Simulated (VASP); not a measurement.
# ScSi2 (P6/mmm) in VASP: further runs, part 2 of 3

VASP 6.6.1. Earlier steps stand in the parts before.

## (3) Single point, PBEsol (15.11 Å³/atom)

This run uses another cell than the first one, of 15.11 Å³/atom.

INCAR

```
SYSTEM = ScSi2
PREC = Accurate
ENCUT = 520
EDIFF = 1E-7
ISMEAR = -1
SIGMA = 0.05
LREAL = .FALSE.
LASPH = .TRUE.
NELM = 80
ALGO = Normal
ISIF = 2
LWAVE = .FALSE.
LCHARG = .FALSE.
GGA = PS
NBANDS = 16
```

KPOINTS

```
Automatic mesh
0
G
  13 13 11
  0 0 0
```

POSCAR

```
ScSi2
1.0
    3.6721582641      0.0000000000      0.0000000000
   -1.8360791320      3.1801823434      0.0000000000
    0.0000000000      0.0000000000      3.8828572373
Sc Si
1 2
Direct
    0.0000000000      0.0000000000      0.0000000000
    0.3333333333      0.6666666667      0.5000000000
    0.6666666667      0.3333333333      0.5000000000
```

Potentials or basis: VASP PAW PBE potentials, release 64 (Sc_sv, Si).

Started as:

```sh
$ cat potpaw_PBE.64/Sc_sv/POTCAR potpaw_PBE.64/Si/POTCAR > POTCAR
$ mpirun -np 1 vasp_std > vasp.out
```

OUTCAR:

```text
SYSTEM = ScSi2
   PREC = Accurate
   ENCUT = 520
   EDIFF = 1E-7
   ISMEAR = -1
   LREAL = .FALSE.
   LASPH = .TRUE.
   NELM = 80
   ISIF = 2
   GGA = PS

 ion  position               nearest neighbor table
   1  0.000  0.000  0.000-   2 2.87   3 2.87   2 2.87   3 2.87   2 2.87   2 2.87   3 2.87   3 2.87
                             3 2.87   3 2.87   2 2.87   2 2.87
   2  0.333  0.667  0.500-   3 2.12   3 2.12   3 2.12   1 2.87   1 2.87   1 2.87   1 2.87   1 2.87
                             1 2.87
   3  0.667  0.333  0.500-   2 2.12   2 2.12   2 2.12   1 2.87   1 2.87   1 2.87   1 2.87   1 2.87
                             1 2.87

  LATTYP: Found a hexagonal cell.
 ALAT       =     3.6721582641
 C/A-ratio  =     1.0573774217

  Lattice vectors:

 A1 = (   3.6721582641,   0.0000000000,   0.0000000000)
 A2 = (  -1.8360791320,   3.1801823434,   0.0000000000)
 A3 = (   0.0000000000,   0.0000000000,   3.8828572373)

Analysis of symmetry for initial positions (statically):
=====================================================================
 Subroutine PRICEL returns:
 Original cell was already a primitive cell.

 Routine SETGRP: Setting up the symmetry group for a
 hexagonal supercell.

 Subroutine GETGRP returns: Found 24 space group operations
 (whereof 24 operations were pure point group operations)
 out of a pool of 24 trial point group operations.

The static configuration has the point symmetry D_6h.

Analysis of symmetry for dynamics (positions and initial velocities):
=====================================================================
 Subroutine PRICEL returns:
 Original cell was already a primitive cell.

 Routine SETGRP: Setting up the symmetry group for a
 hexagonal supercell.

 Subroutine GETGRP returns: Found 24 space group operations
 (whereof 24 operations were pure point group operations)
 out of a pool of 24 trial point group operations.

The dynamic configuration has the point symmetry D_6h.

 Subroutine INISYM returns: Found 24 space group operations
 (whereof 24 operations are pure point group operations),
 and found     1 'primitive' translations

----------------------------------------------------------------------------------------

                                     Primitive cell

  volume of cell :      45.3445

  direct lattice vectors                    reciprocal lattice vectors
     3.672158264  0.000000000  0.000000000     0.272319418  0.157223689  0.000000000
    -1.836079132  3.180182343  0.000000000     0.000000000  0.314447378  0.000000000
     0.000000000  0.000000000  3.882857237     0.000000000  0.000000000  0.257542304

  length of vectors
     3.672158264  3.672158264  3.882857237     0.314447378  0.314447378  0.257542304

  position of ions in fractional coordinates (direct lattice)
     0.000000000  0.000000000  0.000000000
     0.333333333  0.666666667  0.500000000
     0.666666667  0.333333333  0.500000000

  ion indices of the primitive-cell ions
   primitive index   ion index
                 1           1
                 2           2
                 3           3

----------------------------------------------------------------------------------------

 KPOINTS: Automatic mesh

Automatic generation of k-mesh.
 Grid dimensions read from file:
 generate k-points for:   13   13   11

 Generating k-lattice:

  Cartesian coordinates                     Fractional coordinates (reciprocal lattice)
     0.020947648  0.012094130  0.000000000     0.076923077  0.000000000  0.000000000
     0.000000000  0.024188260  0.000000000     0.000000000  0.076923077  0.000000000
     0.000000000  0.000000000  0.023412937     0.000000000  0.000000000  0.090909091

  Length of vectors
     0.024188260  0.024188260  0.023412937

  Shift w.r.t. Gamma in fractional coordinates (k-lattice)
     0.000000000  0.000000000  0.000000000

 Subroutine IBZKPT returns following result:
 ===========================================

 Found    126 irreducible k-points:

 Following reciprocal coordinates:
            Coordinates               Weight
  0.000000  0.000000  0.000000      1.000000
  0.076923  0.000000  0.000000      6.000000
  0.153846  0.000000  0.000000      6.000000
  0.230769  0.000000  0.000000      6.000000
  0.307692  0.000000  0.000000      6.000000
  0.384615  0.000000  0.000000      6.000000
[... 16 lines left out ...]
  0.076923  0.000000  0.090909     12.000000
  0.153846  0.000000  0.090909     12.000000
 [... further k-points ...]
   k-points           NKPTS =    126   k-points in BZ     NKDIM =    126   number of bands    NBANDS=     16
   number of dos      NEDOS =    301   number of ions     NIONS =      3
   total plane-waves  NPLWV =  23520
   dimension x,y,z NGX =    28 NGY =   28 NGZ =   30
   dimension x,y,z NGXF=    56 NGYF=   56 NGZF=   60
   ions per type =               1   2
   NGX,Y,Z   is equivalent  to a cutoff of  12.68, 12.68, 12.84 a.u.
   NGXF,Y,Z  is equivalent  to a cutoff of  25.35, 25.35, 25.69 a.u.
 SYSTEM =  ScSi2
   PREC   = accura    normal or accurate (medium, high low for compatibility)
   ISTART =      0    job   : 0-new  1-cont  2-samecut
   ICHARG =      2    charge: 1-file 2-atom 10-const
   ISPIN  =      1    spin polarized calculation?
   LNONCOLLINEAR =      F non collinear calculations
   LSORBIT =      F    spin-orbit coupling
   LASPH  =      T    aspherical Exc in radial PAW
   ENCUT  =  520.0 eV  38.22 Ry    6.18 a.u.   6.83  6.83  7.22*2*pi/ulx,y,z
   NELM   =     80;   NELMIN=  2; NELMDL= -5     # of ELM steps
   EDIFF  = 0.1E-06   stopping-criterion for ELM
   LREAL  =      F    real-space projection
   EDIFFG = 0.1E-05   stopping-criterion for IOM
   NSW    =      0    number of steps for IOM
   IBRION =     -1    ionic relax: 0-MD 1-quasi-New 2-CG
   NFREE  =      0    steps in history (QN), initial steepest desc. (CG)
   ISIF   =      2    stress and relaxation
   ISYM   =      2    0-nonsym 1-usesym 2-fastsym
   POTIM  = 0.5000    time-step for ionic-motion
   TEBEG  =    0.0;   TEEND  =   0.0 temperature during run
   PSTRESS=    0.0 pullay stress
   NELECT =      19.0000    total number of electrons
   NUPDOWN=      -1.0000    fix difference up-down
   EMIN   =  10.00;   EMAX   =-10.00  energy-range for DOS
   EFERMI =   0.00;   METHOD = LEGACY
   ISMEAR =    -1;   SIGMA  =   0.05  broadening in eV -4-tet -1-fermi 0-gaus
   EFERMI_NEDOS =   21; number of points for ismear=-14 and -15
   IALGO  =     38    algorithm
   IMIX   =      4    mixing-type and parameters
     AMIX     =   0.40;   BMIX     =  1.00
     AMIX_MAG =   1.60;   BMIX_MAG =  1.00
  volume/ion in A,a.u.               =      15.11       102.00
  Fermi-wavevector in a.u.,A,eV,Ry     =   1.225042  2.314994 20.418653  1.500729
  Thomas-Fermi vector in A             =   2.360095
   LORBIT       =      0    0 simple, 1 ext, 2 COOP (PROOUT), +10 PAW based schemes
   GGA     = PS    functional components
   LHFCALC =     F    Hartree Fock is set to
   AEXX    =    0.0000 exact exchange contribution
   IVDW    =     0    specifies the selected vdW correction
   LEPSILON=     F    determine dielectric tensor
   LRPA    =     F    only Hartree local field effects (RPA)
 non-spin polarized calculation
  energy-cutoff  :      520.00
  volume of cell :       45.34
 maximum number of plane-waves:      1239
 NGX is ok and might be reduce to    28
   NGX = 13   NGY = 13   NGZ = 15

 number of electron      19.0000001 magnetization

 Free energy of the ion-electron system (eV)
  ---------------------------------------------------
  ext. energy  EPLUGINS =         0.00000000
  ---------------------------------------------------
  free energy    TOTEN  =       -18.74528500 eV

  energy without entropy =      -18.72940457  energy(sigma->0) =      -18.73734479

 E-fermi :   9.0167     XC(G=0): -11.2936

 val. band max:        9.0143006169   @ k =   0.2308   0.1538   0.0000
 cond. band min:       9.0168126741   @ k =   0.2308   0.0769   0.1818
 fundamental gap:      0.0025120572
 Fermi energy:         9.0167296466

 k-point     1 :       0.0000    0.0000    0.0000
  band No.  band energies     occupation
      1     -40.3583      2.00000
      2     -19.1482      2.00000
      3     -19.0842      2.00000
      4     -19.0842      2.00000
      5      -4.7457      2.00000
      6       5.5022      2.00000
[... 8 lines left out ...]
     15      11.6627      0.00000
     16      11.6627      0.00000
[... 419 lines left out ...]
 k-point    24 :       0.1538    0.0000    0.0909
  band No.  band energies     occupation
      1     -40.3558      2.00000
      2     -19.1494      2.00000
      3     -19.1110      2.00000
      4     -19.0900      2.00000
      5      -4.3504      2.00000
      6       4.1022      2.00000
[... 8 lines left out ...]
     15      11.9638      0.00000
     16      12.3444      0.00000

 [... further k-points ...]
[... 5 lines left out ...]
  --------------------------------------------------------------------------------------
  -------------------------------------------------------------------------------------
  Total        9.0695304      9.0695304     -0.9619997      0.0000000     -0.0000000     -0.0000000
  in kB      320.4575807    320.4575807    -33.9907456      0.0000000     -0.0000000     -0.0000000
  external PRESSURE =     202.3081386 kB  Pullay stress =       0.0000000 kB

 VOLUME and BASIS-vectors are now :
 -----------------------------------------------------------------------------
  energy-cutoff  :      520.00
  volume of cell :       45.34
      direct lattice vectors                 reciprocal lattice vectors
     3.672158264  0.000000000  0.000000000     0.272319418  0.157223689  0.000000000
    -1.836079132  3.180182343  0.000000000     0.000000000  0.314447378  0.000000000
     0.000000000  0.000000000  3.882857237     0.000000000  0.000000000  0.257542304

 POSITION                                       TOTAL-FORCE (eV/Angst)
 -----------------------------------------------------------------------------------
      0.00000      0.00000      0.00000        -0.000000      0.000000     -0.000000
     -0.00000      2.12012      1.94143        -0.000000      0.000000     -0.000000
      1.83608      1.06006      1.94143         0.000000     -0.000000      0.000000
 -----------------------------------------------------------------------------------
    total drift:                               -0.000000      0.000000      0.000000

  FREE ENERGIE OF THE ION-ELECTRON SYSTEM (eV)
  ---------------------------------------------------
  free  energy   TOTEN  =       -18.7452850020 eV

  energy  without entropy=      -18.7294045747  energy(sigma->0) =      -18.73734479
```

OSZICAR:

```text
N       E                     dE             d eps       ncg     rms          rms(c)
DAV:   1     0.117663171496E+03    0.11766E+03   -0.81201E+03  4064   0.112E+03
DAV:   2    -0.151237901237E+02   -0.13279E+03   -0.12970E+03  4152   0.328E+02
DAV:   3    -0.209109748095E+02   -0.57872E+01   -0.55547E+01  6200   0.643E+01
DAV:   4    -0.210261541722E+02   -0.11518E+00   -0.11507E+00  5120   0.927E+00
DAV:   5    -0.210296555955E+02   -0.35014E-02   -0.35012E-02  6176   0.155E+00    0.114E+01
DAV:   6    -0.187839499318E+02    0.22457E+01   -0.84051E+00  6688   0.273E+01    0.477E+00
DAV:   7    -0.187626273551E+02    0.21323E-01   -0.26787E-01  4920   0.359E+00    0.280E+00
DAV:   8    -0.187480420432E+02    0.14585E-01   -0.54728E-02  5928   0.256E+00    0.516E-01
DAV:   9    -0.187457012067E+02    0.23408E-02   -0.27298E-02  6336   0.172E+00    0.200E-01
DAV:  10    -0.187462464461E+02   -0.54524E-03   -0.13266E-02  6064   0.112E+00    0.192E-01
DAV:  11    -0.187452816675E+02    0.96478E-03   -0.43560E-03  6064   0.660E-01    0.993E-03
DAV:  12    -0.187452855844E+02   -0.39169E-05   -0.87635E-05  5872   0.587E-02    0.189E-02
DAV:  13    -0.187452850100E+02    0.57446E-06   -0.35029E-06  5824   0.162E-02    0.416E-03
DAV:  14    -0.187452850020E+02    0.79467E-08   -0.26213E-07  4576   0.573E-03
   1 F= -.18745285E+02 E0= -.18737345E+02  d E =-.158804E-01
```

stdout:

```text
POSCAR found type information on POSCAR ScSi
 POSCAR found :  2 types and       3 ions
 scaLAPACK will be used
 -----------------------------------------------------------------------------
|                                                                             |
|                                                                             |
|     You enforced a specific xc type in the INCAR file but a different       |
|     I HOPE YOU KNOW WHAT YOU ARE DOING!                                     |
|                                                                             |
 -----------------------------------------------------------------------------

 LDA part: xc-table for (Slater+PW92), standard interpolation
 POSCAR, INCAR and KPOINTS ok, starting setup
 FFT: planning ... GRIDC
 FFT: planning ... GRID_SOFT
 FFT: planning ... GRID
 WAVECAR not read
 entering main loop
```

Run time: 2.3 min. Hardware: 1 thread of Intel Xeon 8259CL, shared host; peak memory 0.22 GiB.

Results:

| Quantity | Value |
| --- | --- |
| Free energy | -18.7453 eV |
| Pressure | 20.2 GPa |
| Band gap on the k mesh | zero (an odd number of electrons rules out a gap without spin polarisation) |

Levels at points of the mesh, in eV from the Fermi level:
```csv
k point,band 6,band 7,band 8,band 9,band 10,band 11,band 12,band 13,band 14,band 15
"(0.00, 0.00, 0.00)",-3.51,-3.41,-3.41,-2.07,1.10,1.10,1.16,1.63,1.63,2.65
```

Caveat: the cell stands under pressure; the PAW data sets were made with another functional, which shifts forces and pressure a little.

## (4) Single point, PBEsol (15.56 Å³/atom)

This run uses another cell than the first one, of 15.56 Å³/atom.

INCAR

```
  PREC = Accurate
  ENCUT = 520
  EDIFF = 1E-6
  ISMEAR = -1
  SIGMA = 0.05
  LREAL = False
  LASPH = True
  NELM = 100
  ALGO = Normal
  ISIF = 2
  LWAVE = False
  LCHARG = False
  GGA = PS
  NBANDS = 16
```

KPOINTS

```
Automatic mesh
0
Gamma
  13 13 11
```

POSCAR

```
ScSi2
1.0
    3.7081621116      0.0000000000      0.0000000000
   -1.8540810558      3.2113625900      0.0000000000
    0.0000000000      0.0000000000      3.9209268928
Sc Si
1 2
Direct
    0.0000000000      0.0000000000      0.0000000000
    0.3333333333      0.6666666667      0.5000000000
    0.6666666667      0.3333333333      0.5000000000
```

Started as:

```sh
$ cat potpaw_PBE.64/Sc_sv/POTCAR potpaw_PBE.64/Si/POTCAR > POTCAR
$ mpirun -np 1 vasp_std > vasp.out
```

It took 1.8 min on 1 thread of Intel Xeon 8259CL, shared host; peak memory 0.23 GiB.

The run converged. Its results:

* Free energy: -18.8938 eV
* Pressure: 15.1 GPa
* Band gap on the k mesh: zero (an odd number of electrons rules out a gap without spin polarisation)

Stress tensor (GPa, compression positive):
```
25.56  0.00  0.00
 0.00 25.56  0.00
 0.00  0.00 -5.77
```

Levels at points of the mesh, in eV from the Fermi level:
```csv
k point,band 7,band 8,band 9,band 10,band 11,band 12
"(0.00, 0.00, 0.00)",-3.36,-3.36,-1.99,0.97,1.09,1.09
```

Caveat: the cell stands under pressure; the PAW data sets were made with another functional, which shifts forces and pressure a little.

(Continued in part 3 of 3.)
